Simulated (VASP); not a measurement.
# BeTe (F-43m) in VASP: settings compared, part 2 of 2

VASP 6.6.1.

### 4 Single point, PBE

Contents of INCAR:

```
SYSTEM = BeTe
ALGO = Normal ; EDIFF = 1E-6
ENCUT = 600 ; GGA = PE
GGA_COMPAT = .False. ; ISIF = 2
ISMEAR = 0 ; LASPH = .True.
LCHARG = .False. ; LREAL = .False.
LWAVE = .False. ; NBANDS = 11
NELM = 120 ; PREC = Accurate
SIGMA = 0.01
```

Contents of KPOINTS:

```
k-points
0
Gamma
  3 3 3
  0 0 0
```

Contents of POSCAR:

```
BeTe
1.0
    0.0000000000      2.8286228760      2.8286228760
    2.8286228760      0.0000000000      2.8286228760
    2.8286228760      2.8286228760      0.0000000000
Be Te
1 1
Direct
    0.0000000000      0.0000000000      0.0000000000
    0.2500000000      0.2500000000      0.2500000000
```

Potentials or basis: VASP PAW PBE potentials, release 64 (Be, Te).

Command:

```sh
> cat potpaw_PBE.64/Be/POTCAR potpaw_PBE.64/Te/POTCAR > POTCAR
> mpirun -np 1 vasp_std > vasp.out
```

OUTCAR:

```text
SYSTEM = BeTe
   EDIFF = 1E-6
   ENCUT = 600
   GGA = PE
   ISIF = 2
   ISMEAR = 0
   LASPH = .True.
   LREAL = .False.
   NELM = 120
   PREC = Accurate

 ion  position               nearest neighbor table
   1  0.000  0.000  0.000-   2 2.45   2 2.45   2 2.45   2 2.45
   2  0.250  0.250  0.250-   1 2.45   1 2.45   1 2.45   1 2.45

  LATTYP: Found a face centered cubic cell.
 ALAT       =     5.6572457520

  Lattice vectors:

 A1 = (   0.0000000000,   2.8286228760,   2.8286228760)
 A2 = (   2.8286228760,   0.0000000000,   2.8286228760)
 A3 = (   2.8286228760,   2.8286228760,   0.0000000000)

Analysis of symmetry for initial positions (statically):
=====================================================================
 Subroutine PRICEL returns:
 Original cell was already a primitive cell.

 Routine SETGRP: Setting up the symmetry group for a
 face centered cubic supercell.

 Subroutine GETGRP returns: Found 24 space group operations
 (whereof 24 operations were pure point group operations)
 out of a pool of 48 trial point group operations.

The static configuration has the point symmetry T_d .

Analysis of symmetry for dynamics (positions and initial velocities):
[... 148 lines left out ...]
      2       5.0157      2.00000
      3       5.0157      2.00000
      4       5.0157      2.00000
      5       8.5984      0.00000
      6       8.5984      0.00000
      7       8.5984      0.00000
      8       8.7358      0.00000
      9      13.2969      0.00000
     10      15.2002      0.00000
     11      15.2002      0.00000
[... 29 lines left out ...]
 k-point     4 :      -0.3333    0.3333    0.0000
  band No.  band energies     occupation
      1      -5.4978      2.00000
      2       0.3912      2.00000
      3       1.0991      2.00000
      4       3.1062      2.00000
      5       8.0271      0.00000
      6      11.7492      0.00000
      7      11.9780      0.00000
      8      12.4978      0.00000
      9      13.0587      0.00000
     10      14.5853      0.00000
     11      18.3390      0.00000

------------------------ aborting loop because EDIFF is reached ----------------------------------------

  FORCE on cell =-STRESS in cart. coord.  units (eV):
  Direction    XX          YY          ZZ          XY          YZ          ZX
  --------------------------------------------------------------------------------------
  -------------------------------------------------------------------------------------
  Total        0.5448071      0.5448071      0.5448071      0.0000000     -0.0000000      0.0000000
  in kB       19.2840488     19.2840488     19.2840488      0.0000000     -0.0000000      0.0000000
  external PRESSURE =      19.2840488 kB  Pullay stress =       0.0000000 kB

 VOLUME and BASIS-vectors are now :
 -----------------------------------------------------------------------------
  energy-cutoff  :      600.00
  volume of cell :       45.26
      direct lattice vectors                 reciprocal lattice vectors
     0.000000000  2.828622876  2.828622876    -0.176764462  0.176764462  0.176764462
     2.828622876  0.000000000  2.828622876     0.176764462 -0.176764462  0.176764462
     2.828622876  2.828622876  0.000000000     0.176764462  0.176764462 -0.176764462

 POSITION                                       TOTAL-FORCE (eV/Angst)
 -----------------------------------------------------------------------------------
      0.00000      0.00000      0.00000        -0.000000     -0.000000     -0.000000
      1.41431      1.41431      1.41431         0.000000      0.000000      0.000000
 -----------------------------------------------------------------------------------
    total drift:                                0.000000      0.000000      0.000000

  FREE ENERGIE OF THE ION-ELECTRON SYSTEM (eV)
  ---------------------------------------------------
  free  energy   TOTEN  =        -7.3041638064 eV

  energy  without entropy=       -7.3041638064  energy(sigma->0) =       -7.30416381
```

OSZICAR:

```text
N       E                     dE             d eps       ncg     rms          rms(c)
DAV:   1     0.190284918604E+02    0.19028E+02   -0.34633E+03    88   0.650E+02
DAV:   2    -0.623152763526E+01   -0.25260E+02   -0.22805E+02    97   0.883E+01
DAV:   3    -0.741979699720E+01   -0.11883E+01   -0.11865E+01   111   0.220E+01
DAV:   4    -0.743449151731E+01   -0.14695E-01   -0.14693E-01   103   0.248E+00
DAV:   5    -0.743485318290E+01   -0.36167E-03   -0.36166E-03   108   0.397E-01    0.380E+00
DAV:   6    -0.733429854934E+01    0.10055E+00   -0.10155E-01   106   0.132E+00    0.233E+00
DAV:   7    -0.730219035959E+01    0.32108E-01   -0.10514E-01    97   0.145E+00    0.454E-01
DAV:   8    -0.730371142590E+01   -0.15211E-02   -0.64885E-03    94   0.454E-01    0.861E-02
DAV:   9    -0.730409099214E+01   -0.37957E-03   -0.41271E-04   111   0.118E-01    0.285E-02
DAV:  10    -0.730415782700E+01   -0.66835E-04   -0.84917E-05    97   0.475E-02    0.150E-02
DAV:  11    -0.730416063071E+01   -0.28037E-05   -0.26961E-06   108   0.101E-02    0.109E-02
DAV:  12    -0.730416377078E+01   -0.31401E-05   -0.58625E-06    97   0.137E-02    0.488E-03
DAV:  13    -0.730416380644E+01   -0.35660E-07   -0.40452E-08    67   0.138E-03
   1 F= -.73041638E+01 E0= -.73041638E+01  d E =-.103196E-11
```

stdout:

```text
POSCAR found type information on POSCAR BeTe
 POSCAR found :  2 types and       2 ions
 scaLAPACK will be used
 LDA part: xc-table for (Slater+PW92), standard interpolation
 POSCAR, INCAR and KPOINTS ok, starting setup
 FFT: planning ... GRIDC
 FFT: planning ... GRID_SOFT
 FFT: planning ... GRID
 WAVECAR not read
 entering main loop
```

It took 5.6 s on 1 thread of AMD EPYC 7R43 (Zen 3), shared host; peak memory 0.14 GiB.

Results:

```yaml
Free_energy: -7.3042 eV
Pressure: 1.9 GPa
Band_gap_on_the_k_mesh: 2.26 eV, indirect (least direct gap 3.58 eV)
```

Caveat: the k points lie up to 0.64 Å⁻¹ apart; spin-orbit coupling is left out, which moves the levels of the heavy elements. A k mesh can miss the band edges.

### 5 Single point, PBE

Contents of INCAR:

```
SYSTEM = BeTe
PREC = Accurate
ENCUT = 600
EDIFF = 1E-6
ISMEAR = 1
SIGMA = 0.001
LREAL = .FALSE.
LASPH = .TRUE.
NELM = 120
ALGO = Normal
ISIF = 2
LWAVE = .FALSE.
LCHARG = .TRUE.
GGA = PE
LELF = .TRUE.
LVHAR = .TRUE.
NBANDS = 11
GGA_COMPAT = .FALSE.
```

Contents of KPOINTS:

```
Automatic mesh
0
G
  6 6 6
  0 0 0
```

POSCAR is that of step 4.

Command:

```sh
> cat potpaw_PBE.64/Be/POTCAR potpaw_PBE.64/Te/POTCAR > POTCAR
> mpirun -np 1 vasp_std > vasp.out
```

Run time: 12 s. Hardware: 1 thread of AMD EPYC 7R43 (Zen 3), shared host; peak memory 0.14 GiB.

It converged, with:

```yaml
Free_energy: -7.6186 eV
Pressure: 0.4 GPa
Band_gap_on_the_k_mesh: 2.01 eV, indirect (least direct gap 3.62 eV)
```

Levels at points of the mesh, in eV from the valence-band top:
| k point | band 2 | band 3 | band 4 | band 5 | band 6 | band 7 |
| --- | --- | --- | --- | --- | --- | --- |
| (0.00, 0.00, 0.00) | 0.00 | 0.00 | 0.00 | 3.62 | 3.62 | 3.62 |
| (0.50, 0.00, 0.00) | -5.46 | -1.11 | -1.11 | 3.04 | 4.59 | 4.59 |
| (0.50, 0.50, 0.00) | -5.04 | -2.60 | -2.60 | 2.01 | 2.68 | 9.62 |

Caveat: spin-orbit coupling is left out, which moves the levels of the heavy elements. As with any semilocal functional, this PBE gap is likely too small.

### 6 Overview

| level | k mesh | cutoff (eV) | smearing | grid for exact exchange (PRECFOCK) | share of exact exchange | screening parameter | gap on the mesh (eV) | pressure (GPa) |
| --- | --- | --- | --- | --- | --- | --- | --- | --- |
| PBE-based screened hybrid | 4 × 4 × 4 | 520 | gaussian 0.01 eV | Normal | 0.05 | 0.5 1/Å | 2.05 | 0.6 |
| HSE06+D3(BJ) | 4 × 4 × 4 | 520 | gaussian 0.01 eV | Normal | - | 0.2079 1/Å | 2.69 | -3.5 |
| PBE | 3 × 3 × 3 | 600 | gaussian 0.01 eV | - | - | - | 2.26 | 1.9 |
| PBE | 6 × 6 × 6 | 600 | methfessel-paxton 0.001 eV | - | - | - | 2.01 | 0.4 |

Alike in all rows: task single point; potentials or basis VASP PAW PBE potentials, release 64 (Be, Te); no spin polarisation; cell as given.

Caveats: some runs use coarse meshes; spin-orbit coupling is left out, which moves the levels of the heavy elements; the PAW data sets were made with another functional, which shifts forces and pressure a little (some runs).

Absolute energies hang on the potentials; compare differences alone.
